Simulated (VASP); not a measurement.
# Si3IrRu (I4mm) in VASP: relaxation of cell and atoms with PBE

Aim: the relaxation of cell and atoms of Si3IrRu with PBE.

All numbers are computed with VASP 6.6.1; they aren't measurements. Logs are shortened: lines on timing, memory, paths and dates and some standing lists are left out, and cuts for length are marked.

## 1. The cell of the first run

The structure is tetragonal, space group I4mm (No. 107). The conventional cell has a = 3.100 Å, b = 3.100 Å, c = 14.460 Å, α = 90.00°, β = 90.00°, γ = 90.00°. Si (site symmetry 4mm) has 4 Ir at 2.63 Å and 9 Si at 2.63 to 3.10 Å and 1 Ru at 2.89 Å within 3.5 Å. Within 3.5 Å of Si (site symmetry 4mm) lie 4 Ru at 2.63 Å and 4 Ir at 2.63 Å and 6 Si at 2.89 to 3.10 Å. Within 3.5 Å of Si (site symmetry 4mm) lie 9 Si at 2.63 to 3.10 Å and 4 Ru at 2.63 Å and 1 Ir at 2.89 Å. Within 3.5 Å of Ru (site symmetry 4mm) lie 9 Si at 2.63 to 2.89 Å and 1 Ir at 2.89 Å and 4 Ru at 3.10 Å. Ir (site symmetry 4mm) has 9 Si at 2.63 to 2.89 Å and 1 Ru at 2.89 Å and 4 Ir at 3.10 Å within 3.5 Å.

## 2. Relaxation of cell and atoms, PBE

The input, INCAR:

```
  ALGO = Normal
  EDIFF = 1E-7
  EDIFFG = -0.08
  ENCUT = 600
  GGA = PE
  IBRION = 2
  ISIF = 3
  ISMEAR = 0
  LASPH = T
  LCHARG = F
  LREAL = F
  LWAVE = F
  NELM = 100
  NSW = 36
  PREC = Accurate
  SIGMA = 0.2
```

The input, KPOINTS:

```
k-points
0
Gamma
  7 7 7
```

The input, POSCAR:

```
Si3IrRu
1.0
   -1.5500000000      1.5500000000      7.2300000000
    1.5500000000     -1.5500000000      7.2300000000
    1.5500000000      1.5500000000     -7.2300000000
Si Ru Ir
3 1 1
Direct
    0.8000000000      0.8000000000      0.0000000000
    0.0000000000      0.0000000000      0.0000000000
    0.2000000000      0.2000000000      0.0000000000
    0.6000000000      0.6000000000      0.0000000000
    0.4000000000      0.4000000000      0.0000000000
```

Potentials or basis: VASP PAW PBE potentials, release 64 (Si, Ru_pv, Ir).

Command:

```bash
$ cat potpaw_PBE.64/Si/POTCAR potpaw_PBE.64/Ru_pv/POTCAR potpaw_PBE.64/Ir/POTCAR > POTCAR
$ mpirun -np 1 vasp_std > vasp.out
```

OUTCAR:

```text
EDIFF = 1E-7
   EDIFFG = -0.08
   ENCUT = 600
   GGA = PE
   IBRION = 2
   ISIF = 3
   ISMEAR = 0
   LASPH = T
   LREAL = F
   NELM = 100
   NSW = 36
   PREC = Accurate

 ion  position               nearest neighbor table
   1  0.800  0.800  0.000-   3 2.63   3 2.63   3 2.63   3 2.63   5 2.63   5 2.63   5 2.63   5 2.63
                             4 2.89   2 2.89
   2  0.000  0.000  0.000-   4 2.63   4 2.63   4 2.63   5 2.63   4 2.63   5 2.63   5 2.63   5 2.63
                             1 2.89   3 2.89
   3  0.200  0.200  0.000-   1 2.63   1 2.63   1 2.63   1 2.63   4 2.63   4 2.63   4 2.63   4 2.63
                             5 2.89   2 2.89
   4  0.600  0.600  0.000-   3 2.63   3 2.63   3 2.63   2 2.63   3 2.63   2 2.63   2 2.63   2 2.63
                             1 2.89   5 2.89
   5  0.400  0.400  0.000-   2 2.63   2 2.63   2 2.63   1 2.63   2 2.63   1 2.63   1 2.63   1 2.63
                             3 2.89   4 2.89

  LATTYP: Found a body centered tetragonal cell.
 ALAT       =     3.1000000000
 C/A-ratio  =     4.6645161290

  Lattice vectors:

 A1 = (  -1.5500000000,   1.5500000000,   7.2300000000)
 A2 = (   1.5500000000,  -1.5500000000,   7.2300000000)
 A3 = (   1.5500000000,   1.5500000000,  -7.2300000000)

Analysis of symmetry for initial positions (statically):
=====================================================================
 Subroutine PRICEL returns:
 Original cell was already a primitive cell.

 Routine SETGRP: Setting up the symmetry group for a
 body centered tetragonal supercell.

 Subroutine GETGRP returns: Found  8 space group operations
 (whereof  8 operations were pure point group operations)
 out of a pool of 16 trial point group operations.

The static configuration has the point symmetry C_4v.

Analysis of symmetry for dynamics (positions and initial velocities):
=====================================================================
 Subroutine PRICEL returns:
 Original cell was already a primitive cell.

 Routine SETGRP: Setting up the symmetry group for a
 body centered tetragonal supercell.

 Subroutine GETGRP returns: Found  8 space group operations
 (whereof  8 operations were pure point group operations)
 out of a pool of 16 trial point group operations.

The dynamic configuration has the point symmetry C_4v.

 Subroutine INISYM returns: Found  8 space group operations
 (whereof  8 operations are pure point group operations),
 and found     1 'primitive' translations

----------------------------------------------------------------------------------------

[... 122 lines left out ...]
   LORBIT       =      0    0 simple, 1 ext, 2 COOP (PROOUT), +10 PAW based schemes
   GGA     = PE    functional components
   LHFCALC =     F    Hartree Fock is set to
   AEXX    =    0.0000 exact exchange contribution
   IVDW    =     0    specifies the selected vdW correction
   LEPSILON=     F    determine dielectric tensor
   LRPA    =     F    only Hartree local field effects (RPA)
 conjugate gradient relaxation of ions
 non-spin polarized calculation
 Gauss-broadening in eV      SIGMA  =   0.20
  energy-cutoff  :      600.00
  volume of cell :       69.48
 maximum number of plane-waves:      2334
   NGX = 31   NGY = 31   NGZ = 31

--------------------------------------- Ionic step        1  -------------------------------------------

 number of electron      35.0000002 magnetization

 Free energy of the ion-electron system (eV)
  ---------------------------------------------------
  ext. energy  EPLUGINS =         0.00000000
  ---------------------------------------------------
  free energy    TOTEN  =       -35.12064202 eV

  energy without entropy =      -35.05960285  energy(sigma->0) =      -35.09012244

------------------------ aborting loop because EDIFF is reached ----------------------------------------

  FORCE on cell =-STRESS in cart. coord.  units (eV):
  Direction    XX          YY          ZZ          XY          YZ          ZX
  --------------------------------------------------------------------------------------
  -------------------------------------------------------------------------------------
  Total       -1.6892125     -1.6892125     -4.7797559      0.0000000     -0.0000000      0.0000000
  in kB      -38.9523059    -38.9523059   -110.2185311      0.0000000     -0.0000000      0.0000000
  external PRESSURE =     -62.7077143 kB  Pullay stress =       0.0000000 kB
[... 98 lines left out ...]
  FREE ENERGIE OF THE ION-ELECTRON SYSTEM (eV)
  ---------------------------------------------------
  free  energy   TOTEN  =       -35.2584153349 eV

  energy  without entropy=      -35.1937037134  energy(sigma->0) =      -35.22605952

[... ionic steps 4 to 13 ...]

--------------------------------------- Ionic step       14  -------------------------------------------

 number of electron      34.9999999 magnetization

------------------------ aborting loop because EDIFF is reached ----------------------------------------
[... 73 lines left out ...]
--------------------------------------- Ionic step       16  -------------------------------------------

 number of electron      35.0000000 magnetization

 Free energy of the ion-electron system (eV)
  ---------------------------------------------------
  ext. energy  EPLUGINS =         0.00000000
  ---------------------------------------------------
  free energy    TOTEN  =       -35.83130839 eV

  energy without entropy =      -35.77911147  energy(sigma->0) =      -35.80520993

 E-fermi :  11.5747     XC(G=0): -12.5082

 val. band max:       11.4916574541   @ k =   0.2857   0.2857   0.0000
 cond. band min:      11.5874852033   @ k =  -0.1429  -0.1429   0.1429
 fundamental gap:      0.0958277492
 Fermi energy:        11.5746594813

 k-point     1 :       0.0000    0.0000    0.0000
  band No.  band energies     occupation
      1     -31.4638      2.00000
      2     -31.3627      2.00000
      3     -31.3627      2.00000
      4      -2.4012      2.00000
      5       1.1765      2.00000
      6       1.4450      2.00000
[... 565 lines left out ...]
     20      13.0381      0.00000
     21      13.1999      0.00000

 [... further k-points ...]

------------------------ aborting loop because EDIFF is reached ----------------------------------------

  FORCE on cell =-STRESS in cart. coord.  units (eV):
  Direction    XX          YY          ZZ          XY          YZ          ZX
  --------------------------------------------------------------------------------------
  -------------------------------------------------------------------------------------
  Total        0.0843172      0.0843172      0.0962403      0.0000000     -0.0000000      0.0000000
  in kB        1.9923531      1.9923531      2.2740875      0.0000000     -0.0000000      0.0000000
  external PRESSURE =       2.0862646 kB  Pullay stress =       0.0000000 kB
[... 20 lines left out ...]
  FREE ENERGIE OF THE ION-ELECTRON SYSTEM (eV)
  ---------------------------------------------------
  free  energy   TOTEN  =       -35.8313083876 eV

  energy  without entropy=      -35.7791114685  energy(sigma->0) =      -35.80520993

 reached required accuracy - stopping structural energy minimisation
```

OSZICAR:

```text
N       E                     dE             d eps       ncg     rms          rms(c)
DAV:   1     0.294523684543E+03    0.29452E+03   -0.18775E+04  1704   0.174E+03
DAV:   2    -0.146949064191E+02   -0.30922E+03   -0.30021E+03  1693   0.441E+02
DAV:   3    -0.358785351284E+02   -0.21184E+02   -0.20487E+02  2390   0.943E+01
[... 190 lines left out ...]
DAV:   5    -0.358313101954E+02    0.25133E-04   -0.15553E-04  2006   0.102E-01    0.153E-02
DAV:   6    -0.358313094259E+02    0.76953E-06   -0.89459E-06  2404   0.266E-02    0.916E-03
DAV:   7    -0.358313088901E+02    0.53582E-06   -0.10321E-06  2087   0.794E-03    0.419E-03
DAV:   8    -0.358313083762E+02    0.51381E-06   -0.26696E-07  1516   0.444E-03    0.663E-04
DAV:   9    -0.358313083876E+02   -0.11333E-07   -0.33109E-08   960   0.174E-03
  16 F= -.35831308E+02 E0= -.35805210E+02  d E =-.757164E-03
```

CONTCAR:

```text
Si3IrRu
   1.00000000000000
    -1.6060420742831074    1.6060420742831074    6.5718347819822398
     1.6060420742831074   -1.6060420742831074    6.5718347819822398
     1.6060420742831074    1.6060420742831074   -6.5718347819822398
  Si              Ru              Ir
     3     1     1
Direct
     0.8037243760649255    0.8037243760649255    0.0000000000000000
     0.0007739601056886    0.0007739601056886    0.0000000000000000
     0.1959241582285709    0.1959241582285709    0.0000000000000000
     0.6147107108961429    0.6147107108961429    0.0000000000000000
     0.3848667947046719    0.3848667947046719    0.0000000000000000

  0.00000000E+00  0.00000000E+00  0.00000000E+00
  0.00000000E+00  0.00000000E+00  0.00000000E+00
  0.00000000E+00  0.00000000E+00  0.00000000E+00
  0.00000000E+00  0.00000000E+00  0.00000000E+00
  0.00000000E+00  0.00000000E+00  0.00000000E+00
```

It took 1.6 h on 1 thread of Intel Xeon 8259CL, shared host; peak memory 0.66 GiB.

Results:

| Quantity | Value |
| --- | --- |
| Free energy | -35.8313 eV |
| Relaxed volume | 13.56 Å³/atom |
| Relaxed cell | a = 6.953 Å, b = 6.953 Å, c = 6.953 Å, α = 153.29°, β = 153.29°, γ = 38.13° |
| Space group after relaxing (to 0.1 Å) | I4mm (No. 107) |
| Energy gained by relaxing | 142.1 meV/atom |
| Ionic steps | 16 |
| Pressure after relaxing | 0.2 GPa |
| Largest force after relaxing | 0.053 eV/Å |
| Band gap on the k mesh | zero (an odd number of electrons rules out a gap without spin polarisation) |

Forces on the atoms (eV/Å):
```
Si   0.000  0.000 -0.008
Si   0.000  0.000  0.006
Si   0.000  0.000 -0.013
Ru   0.000  0.000  0.053
Ir   0.000  0.000 -0.037
```

The path:
| step | energy change (eV) | largest force (eV/Å) | pressure (GPa) | volume (Å³) |
| --- | --- | --- | --- | --- |
| 1 | 0.0000 | 0.9262 | -6.27 | 69.48 |
| 2 | -0.1159 | 1.1927 | 10.71 | 64.13 |
| 3 | -0.1378 | 1.1426 | 5.28 | 65.59 |
| 4 | -0.3239 | 1.0826 | 6.25 | 65.22 |
| 5 | -0.3769 | 1.5435 | 16.11 | 63.82 |
| 6 | -0.5004 | 0.9713 | 8.53 | 64.71 |
| 7 | -0.4953 | 0.9885 | 13.30 | 64.08 |
| 8 | -0.5384 | 0.7356 | 10.39 | 64.43 |
| 9 | -0.6680 | 0.6316 | 0.23 | 67.67 |
| 10 | -0.6681 | 0.6306 | 0.50 | 67.57 |
| 11 | -0.6944 | 0.3798 | -0.10 | 67.75 |
| 12 | -0.7078 | 0.2115 | -0.72 | 67.99 |
| 13 | -0.7079 | 0.2010 | -0.78 | 68.01 |
| 14 | -0.7099 | 0.0914 | 0.51 | 67.67 |
| 15 | -0.7099 | 0.0962 | 0.45 | 67.68 |
| 16 | -0.7107 | 0.0527 | 0.21 | 67.80 |

Final structure:
```
Si Ru Ir
1.0
    -1.60604    1.60604    6.57183
     1.60604   -1.60604    6.57183
     1.60604    1.60604   -6.57183
Si Ru Ir
3 1 1
Cartesian
  0.0000 0.0000 10.5639
  0.0000 0.0000 0.0102
  0.0000 0.0000 2.5752
  0.0000 0.0000 8.0796
  0.0000 0.0000 5.0586
```

Levels at points of the mesh, in eV from the Fermi level:
```tsv
k point	band 14	band 15	band 16	band 17	band 18	band 19	band 20	band 21
(0.00, 0.00, 0.00)	-2.50	-2.43	-1.64	0.07	1.51	1.51	1.74	1.74
```

Caveat: spin-orbit coupling is left out, which moves the levels of the heavy elements; the relaxation stopped at a loose force limit of 0.08 eV/Å, so its end isn't a converged minimum.
